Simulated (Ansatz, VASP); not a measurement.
# P in VASP and in Ansatz

INCAR

```
PREC = Accurate
ENCUT = 520
EDIFF = 1E-6
ISMEAR = -1
SIGMA = 0.08
LREAL = F
LASPH = T
NELM = 100
ALGO = Normal
ISIF = 2
LWAVE = F
LCHARG = F
GGA = PE
NBANDS = 12
```

KPOINTS

```
Automatic mesh
0
Gamma
  11 11 11
```

File POSCAR:

```
P
1.0
    0.0000000000      2.7938940876      2.7938940876
    2.7938940876      0.0000000000      2.7938940876
    2.7938940876      2.7938940876      0.0000000000
P
2
Direct
    0.0000000000      0.0000000000      0.0000000000
    0.2500000000      0.2500000000      0.2500000000
```

Input for Ansatz:

```yaml
crystal:
  lattice:
    - [0.0, 2.7938940876, 2.7938940876]
    - [2.7938940876, 0.0, 2.7938940876]
    - [2.7938940876, 2.7938940876, 0.0]
  atoms:
    - { symbol: P, position: [0.0, 0.0, 0.0] }
    - { symbol: P, position: [0.25, 0.25, 0.25] }
kpoints:
  mp_grid: { grid: [11, 11, 11] }
scf:
  occupations: { method: fermi_dirac, width: 0.08 }
hamiltonian:
  xc: pbe
  pseudopotentials: { kind: all_electron, lapw: { basis_error: 0.0005 } }
output:
  forces: true
  stress: true
  eigenvalues: true
```

Change from the starting cell: volume scaled by 1.06.

Alike in both runs: task single point; functional PBE; k mesh 11 × 11 × 11; occupations fermi-dirac, width 0.08 eV; no spin polarisation.

|  | VASP | Ansatz |
| --- | --- | --- |
| version | VASP 6.6.1 | Ansatz 0.2.0 |
| potentials or method | VASP PAW PBE potentials, release 64 (P), cutoff 520 eV | all-electron LAPW, scalar-relativistic |

|  | VASP | Ansatz | Ansatz less VASP |
| --- | --- | --- | --- |
| pressure (GPa) | -2.4 | -2.3 | +0.10 |

Ansatz ran all-electron here, and VASP with PAW potentials.
